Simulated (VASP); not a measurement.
# HgTe (wurtzite type) (P6_3mc) in VASP: further runs

Runs on HgTe (wurtzite type). Level: PBE. Tasks: single point.

Everything below comes from runs of VASP 6.6.1. Logs are shortened: lines on timing, memory, paths and dates and some standing lists are left out, and cuts for length are marked.

### Step 1. The cell of the first run

Symmetry: P6_3mc, No. 186, hexagonal system. Conventional cell: a = 4.492 Å, b = 4.492 Å, c = 7.413 Å, α = 90.00°, β = 90.00°, γ = 120.00°. Hg (site symmetry 3m) has 4 Te at 2.76 Å within 3.6 Å. Within 3.6 Å of Te (site symmetry 3m) lie 4 Hg at 2.76 Å.

### Step 2. Single point, PBE

Input file INCAR:

```
SYSTEM = HgTe
PREC     = Accurate       ! precision mode
ENCUT    = 520            ! plane-wave cutoff, eV
EDIFF    = 1E-7           ! SCF threshold, eV
ISMEAR   = -1             ! smearing method
SIGMA    = 0.05           ! smearing width, eV
LREAL    = .False.        ! projectors in reciprocal space
LASPH    = .True.         ! aspherical terms in the spheres
NELM     = 60             ! most SCF steps
ALGO     = Normal         ! electronic algorithm
ISIF     = 2              ! what is computed and relaxed
LWAVE    = .False.        ! write WAVECAR
LCHARG   = .False.        ! write CHGCAR
GGA      = PE             ! functional
NBANDS   = 26             ! bands
```

Input file KPOINTS:

```
regular mesh
0
Gamma
  8 8 5
  0 0 0
```

Input file POSCAR:

```
HgTe
1.0
    4.4921679266      0.0000000000      0.0000000000
   -2.2460839633      3.8903315425      0.0000000000
    0.0000000000      0.0000000000      7.4131686165
Hg Te
2 2
Direct
    0.3333333333      0.6666666667      0.0016968544
    0.6666666667      0.3333333333      0.5016968544
    0.3333333333      0.6666666667      0.3743031456
    0.6666666667      0.3333333333      0.8743031456
```

Potentials or basis: VASP PAW PBE potentials, release 64 (Hg, Te).

Command:

```console
> cat potpaw_PBE.64/Hg/POTCAR potpaw_PBE.64/Te/POTCAR > POTCAR
> mpirun -np 1 vasp_std > vasp.out
```

OUTCAR:

```text
SYSTEM = HgTe
   PREC = Accurate
   ENCUT = 520
   EDIFF = 1E-7
   ISMEAR = -1
   LREAL = .False.
   LASPH = .True.
   NELM = 60
   ISIF = 2
   GGA = PE

 ion  position               nearest neighbor table
   1  0.333  0.667  0.002-   4 2.76   4 2.76   4 2.76   3 2.76
   2  0.667  0.333  0.502-   3 2.76   3 2.76   3 2.76   4 2.76
   3  0.333  0.667  0.374-   2 2.76   2 2.76   2 2.76   1 2.76
   4  0.667  0.333  0.874-   1 2.76   1 2.76   1 2.76   2 2.76

  LATTYP: Found a hexagonal cell.
 ALAT       =     4.4921679266
 C/A-ratio  =     1.6502429868

  Lattice vectors:

 A1 = (   4.4921679266,   0.0000000000,   0.0000000000)
 A2 = (  -2.2460839633,   3.8903315425,   0.0000000000)
 A3 = (   0.0000000000,   0.0000000000,   7.4131686165)

Analysis of symmetry for initial positions (statically):
=====================================================================
 Subroutine PRICEL returns:
 Original cell was already a primitive cell.

 Routine SETGRP: Setting up the symmetry group for a
 hexagonal supercell.

 Subroutine GETGRP returns: Found 12 space group operations
 (whereof  6 operations were pure point group operations)
 out of a pool of 24 trial point group operations.

The static configuration has the point symmetry C_3v.
 The point group associated with its full space group is C_6v.

Analysis of symmetry for dynamics (positions and initial velocities):
=====================================================================
 Subroutine PRICEL returns:
 Original cell was already a primitive cell.

 Routine SETGRP: Setting up the symmetry group for a
 hexagonal supercell.

 Subroutine GETGRP returns: Found 12 space group operations
 (whereof  6 operations were pure point group operations)
 out of a pool of 24 trial point group operations.

The dynamic configuration has the point symmetry C_3v.
 The point group associated with its full space group is C_6v.

 Subroutine INISYM returns: Found 12 space group operations
 (whereof  6 operations are pure point group operations),
 and found     1 'primitive' translations

----------------------------------------------------------------------------------------

                                     Primitive cell

  volume of cell :     129.5527

  direct lattice vectors                    reciprocal lattice vectors
     4.492167927  0.000000000  0.000000000     0.222609666  0.128523750  0.000000000
    -2.246083963  3.890331542  0.000000000     0.000000000  0.257047501  0.000000000
     0.000000000  0.000000000  7.413168617     0.000000000  0.000000000  0.134895084

  length of vectors
     4.492167927  4.492167927  7.413168617     0.257047501  0.257047501  0.134895084

  position of ions in fractional coordinates (direct lattice)
     0.333333333  0.666666667  0.001696854
     0.666666667  0.333333333  0.501696854
     0.333333333  0.666666667  0.374303146
     0.666666667  0.333333333  0.874303146

  ion indices of the primitive-cell ions
   primitive index   ion index
                 1           1
                 2           2
                 3           3
                 4           4

----------------------------------------------------------------------------------------

 KPOINTS: regular mesh

Automatic generation of k-mesh.
 Grid dimensions read from file:
 generate k-points for:    8    8    5

 Generating k-lattice:

  Cartesian coordinates                     Fractional coordinates (reciprocal lattice)
     0.027826208  0.016065469  0.000000000     0.125000000  0.000000000  0.000000000
     0.000000000  0.032130938  0.000000000     0.000000000  0.125000000  0.000000000
     0.000000000  0.000000000  0.026979017     0.000000000  0.000000000  0.200000000

  Length of vectors
     0.032130938  0.032130938  0.026979017

  Shift w.r.t. Gamma in fractional coordinates (k-lattice)
     0.000000000  0.000000000  0.000000000

 Subroutine IBZKPT returns following result:
 ===========================================

 Found     30 irreducible k-points:

 Following reciprocal coordinates:
            Coordinates               Weight
  0.000000  0.000000  0.000000      1.000000
  0.125000 -0.000000  0.000000      6.000000
  0.250000 -0.000000  0.000000      6.000000
  0.375000  0.000000  0.000000      6.000000
  0.500000 -0.000000  0.000000      3.000000
  0.125000  0.125000  0.000000      6.000000
[... 16 lines left out ...]
  0.250000 -0.000000  0.400000     12.000000
  0.375000  0.000000  0.400000     12.000000
 [... further k-points ...]
   k-points           NKPTS =     30   k-points in BZ     NKDIM =     30   number of bands    NBANDS=     26
   number of dos      NEDOS =    301   number of ions     NIONS =      4
   total plane-waves  NPLWV =  72576
   dimension x,y,z NGX =    36 NGY =   36 NGZ =   56
   dimension x,y,z NGXF=    72 NGYF=   72 NGZF=  112
   ions per type =               2   2
   NGX,Y,Z   is equivalent  to a cutoff of  13.32, 13.32, 12.56 a.u.
   NGXF,Y,Z  is equivalent  to a cutoff of  26.65, 26.65, 25.12 a.u.
 SYSTEM =  HgTe
   PREC   = accura    normal or accurate (medium, high low for compatibility)
   ISTART =      0    job   : 0-new  1-cont  2-samecut
   ICHARG =      2    charge: 1-file 2-atom 10-const
   ISPIN  =      1    spin polarized calculation?
   LNONCOLLINEAR =      F non collinear calculations
   LSORBIT =      F    spin-orbit coupling
   LASPH  =      T    aspherical Exc in radial PAW
   ENCUT  =  520.0 eV  38.22 Ry    6.18 a.u.   8.35  8.35 13.78*2*pi/ulx,y,z
   NELM   =     60;   NELMIN=  2; NELMDL= -5     # of ELM steps
   EDIFF  = 0.1E-06   stopping-criterion for ELM
   LREAL  =      F    real-space projection
   EDIFFG = 0.1E-05   stopping-criterion for IOM
   NSW    =      0    number of steps for IOM
   IBRION =     -1    ionic relax: 0-MD 1-quasi-New 2-CG
   NFREE  =      0    steps in history (QN), initial steepest desc. (CG)
   ISIF   =      2    stress and relaxation
   ISYM   =      2    0-nonsym 1-usesym 2-fastsym
   POTIM  = 0.5000    time-step for ionic-motion
   TEBEG  =    0.0;   TEEND  =   0.0 temperature during run
   PSTRESS=    0.0 pullay stress
   NELECT =      36.0000    total number of electrons
   NUPDOWN=      -1.0000    fix difference up-down
   EMIN   =  10.00;   EMAX   =-10.00  energy-range for DOS
   EFERMI =   0.00;   METHOD = LEGACY
   ISMEAR =    -1;   SIGMA  =   0.05  broadening in eV -4-tet -1-fermi 0-gaus
   EFERMI_NEDOS =   21; number of points for ismear=-14 and -15
   IALGO  =     38    algorithm
   IMIX   =      4    mixing-type and parameters
     AMIX     =   0.40;   BMIX     =  1.00
     AMIX_MAG =   1.60;   BMIX_MAG =  1.00
  volume/ion in A,a.u.               =      32.39       218.57
  Fermi-wavevector in a.u.,A,eV,Ry     =   1.068301  2.018796 15.527871  1.141266
  Thomas-Fermi vector in A             =   2.203944
   LORBIT       =      0    0 simple, 1 ext, 2 COOP (PROOUT), +10 PAW based schemes
   GGA     = PE    functional components
[... 5 lines left out ...]
 non-spin polarized calculation
  energy-cutoff  :      520.00
  volume of cell :      129.55
 maximum number of plane-waves:      3520
 NGX is ok and might be reduce to    36

 number of electron      36.0000000 magnetization

 Free energy of the ion-electron system (eV)
  ---------------------------------------------------
  ext. energy  EPLUGINS =         0.00000000
  ---------------------------------------------------
  free energy    TOTEN  =        -6.96211990 eV

  energy without entropy =       -6.96123822  energy(sigma->0) =       -6.96167906

 E-fermi :   3.6090     XC(G=0):  -8.9307

 val. band max:        3.5746287864   @ k =   0.0000   0.0000   0.0000
 cond. band min:       4.1763529401   @ k =   0.0000   0.0000   0.0000
 fundamental gap:      0.6017241537
 Fermi energy:         3.6089612271

 k-point     1 :       0.0000    0.0000    0.0000
  band No.  band energies     occupation
      1      -8.7475      2.00000
      2      -8.1233      2.00000
      3      -4.0600      2.00000
      4      -4.0351      2.00000
      5      -4.0351      2.00000
      6      -3.9292      2.00000
[... 18 lines left out ...]
     25       9.0073      0.00000
     26       9.9838      0.00000

 k-point     2 :       0.1250   -0.0000    0.0000
  band No.  band energies     occupation
      1      -8.6723      2.00000
      2      -8.0823      2.00000
      3      -4.0379      2.00000
      4      -4.0193      2.00000
      5      -4.0128      2.00000
      6      -3.9068      2.00000
[... 18 lines left out ...]
     25       9.4404      0.00000
     26      10.3335      0.00000

 k-point     3 :       0.2500   -0.0000    0.0000
  band No.  band energies     occupation
      1      -8.4754      2.00000
      2      -7.9887      2.00000
      3      -3.9891      2.00000
      4      -3.9647      2.00000
      5      -3.9550      2.00000
      6      -3.8219      2.00000
[... 18 lines left out ...]
     25       9.8725      0.00000
     26      10.3278      0.00000

 k-point     4 :       0.3750    0.0000    0.0000
  band No.  band energies     occupation
      1      -8.2440      2.00000
      2      -7.9146      2.00000
      3      -3.9543      2.00000
      4      -3.9277      2.00000
      5      -3.8334      2.00000
      6      -3.7349      2.00000
[... 18 lines left out ...]
     25      10.5332      0.00000
     26      11.2898      0.00000
[... 496 lines left out ...]
      1      -8.4775      2.00000
      2      -8.2949      2.00000
      3      -3.9915      2.00000
      4      -3.9782      2.00000
      5      -3.9734      2.00000
      6      -3.9450      2.00000
[... 18 lines left out ...]
     25       8.8380      0.00000
     26       9.3141      0.00000

 k-point    23 :       0.2500   -0.0000    0.4000
  band No.  band energies     occupation
      1      -8.3097      2.00000
      2      -8.1585      2.00000
      3      -3.9610      2.00000
      4      -3.9355      2.00000
      5      -3.9170      2.00000
      6      -3.8711      2.00000
[... 18 lines left out ...]
     25       9.4682      0.00000
     26       9.6898      0.00000

 k-point    24 :       0.3750    0.0000    0.4000
  band No.  band energies     occupation
      1      -8.1252      2.00000
      2      -8.0227      2.00000
      3      -3.9487      2.00000
      4      -3.9002      2.00000
      5      -3.8629      2.00000
      6      -3.8029      2.00000
[... 18 lines left out ...]
     25      10.4180      0.00000
     26      10.4537      0.00000

 [... further k-points ...]

------------------------ aborting loop because EDIFF is reached ----------------------------------------

  FORCE on cell =-STRESS in cart. coord.  units (eV):
  Direction    XX          YY          ZZ          XY          YZ          ZX
  --------------------------------------------------------------------------------------
  -------------------------------------------------------------------------------------
  Total        4.9857290      4.9857290      4.9606340      0.0000000     -0.0000000      0.0000000
  in kB       61.6584741     61.6584741     61.3481243      0.0000000     -0.0000000      0.0000000
  external PRESSURE =      61.5550242 kB  Pullay stress =       0.0000000 kB

 VOLUME and BASIS-vectors are now :
 -----------------------------------------------------------------------------
  energy-cutoff  :      520.00
  volume of cell :      129.55
      direct lattice vectors                 reciprocal lattice vectors
     4.492167927  0.000000000  0.000000000     0.222609666  0.128523750  0.000000000
    -2.246083963  3.890331542  0.000000000     0.000000000  0.257047501  0.000000000
     0.000000000  0.000000000  7.413168617     0.000000000  0.000000000  0.134895084

 POSITION                                       TOTAL-FORCE (eV/Angst)
 -----------------------------------------------------------------------------------
     -0.00000      2.59355      0.01258         0.000000     -0.000000      0.002424
      2.24608      1.29678      3.71916        -0.000000      0.000000      0.002424
     -0.00000      2.59355      2.77477        -0.000000     -0.000000     -0.002424
      2.24608      1.29678      6.48136         0.000000     -0.000000     -0.002424
 -----------------------------------------------------------------------------------
    total drift:                               -0.000000      0.000000      0.001106

  FREE ENERGIE OF THE ION-ELECTRON SYSTEM (eV)
  ---------------------------------------------------
  free  energy   TOTEN  =        -6.9621198976 eV

  energy  without entropy=       -6.9612382168  energy(sigma->0) =       -6.96167906
```

Wall time 54 s (1 thread of Intel Xeon 6975P-C (Granite Rapids), shared host); peak memory 0.3 GiB.

Results:

| Item | Value |
| --- | --- |
| Free energy | -6.9621 eV |
| Pressure | 6.2 GPa |
| Band gap on the k mesh | zero (filled and empty bands touch) |

Forces on the atoms (eV/Å):
```
Hg   0.000  0.000  0.002
Hg   0.000  0.000  0.002
Te   0.000  0.000 -0.002
Te   0.000  0.000 -0.002
```

Levels at points of the mesh, in eV from the Fermi level:
```tsv
k point	band 16	band 17	band 18	band 19	band 20	band 21
(0.00, 0.00, 0.00)	-0.64	-0.16	-0.03	-0.03	0.57	4.09
(0.50, 0.00, 0.00)	-2.48	-1.85	-1.11	1.65	1.71	3.91
```

Caveat: spin-orbit coupling is left out, which moves the levels of the heavy elements.

### Step 3. Single point, PBE

Input file INCAR:

```
  ALGO = Normal
  EDIFF = 1E-7
  ENCUT = 520
  GGA = PE
  ISIF = 2
  ISMEAR = -1
  LASPH = True
  LCHARG = False
  LREAL = False
  LWAVE = False
  NBANDS = 26
  NELM = 80
  PREC = Accurate
  SIGMA = 0.05
```

Input file KPOINTS:

```
k-points
0
Gamma
  8 8 5
```

POSCAR is that of step 2.

Potentials or basis: VASP PAW PBE potentials, release 64 (Hg, Te).

Command:

```console
> cat potpaw_PBE.64/Hg/POTCAR potpaw_PBE.64/Te/POTCAR > POTCAR
> mpirun -np 1 vasp_std > vasp.out
```

It took 56 s on 1 thread of Intel Xeon 6975P-C (Granite Rapids), shared host; peak memory 0.3 GiB.

It converged, with:

```yaml
Free_energy: -6.9621 eV
Pressure: 6.2 GPa
Band_gap_on_the_k_mesh: zero (filled and empty bands touch)
```

Forces on the atoms (eV/Å):
```
Hg   0.000  0.000  0.002
Hg   0.000  0.000  0.002
Te   0.000  0.000 -0.002
Te   0.000  0.000 -0.002
```

Levels at points of the mesh, in eV from the Fermi level:
| k point | band 14 | band 15 | band 16 | band 17 | band 18 | band 19 | band 20 | band 21 | band 22 | band 23 |
| --- | --- | --- | --- | --- | --- | --- | --- | --- | --- | --- |
| (0.00, 0.00, 0.00) | -1.11 | -1.11 | -0.64 | -0.16 | -0.03 | -0.03 | 0.57 | 4.09 | 4.09 | 4.23 |
| (0.50, 0.00, 0.00) | -5.01 | -3.48 | -2.48 | -1.85 | -1.11 | 1.65 | 1.71 | 3.91 | 4.91 | 5.02 |

Caveat: spin-orbit coupling is left out, which moves the levels of the heavy elements.

(Continued in part 2 of 2.)
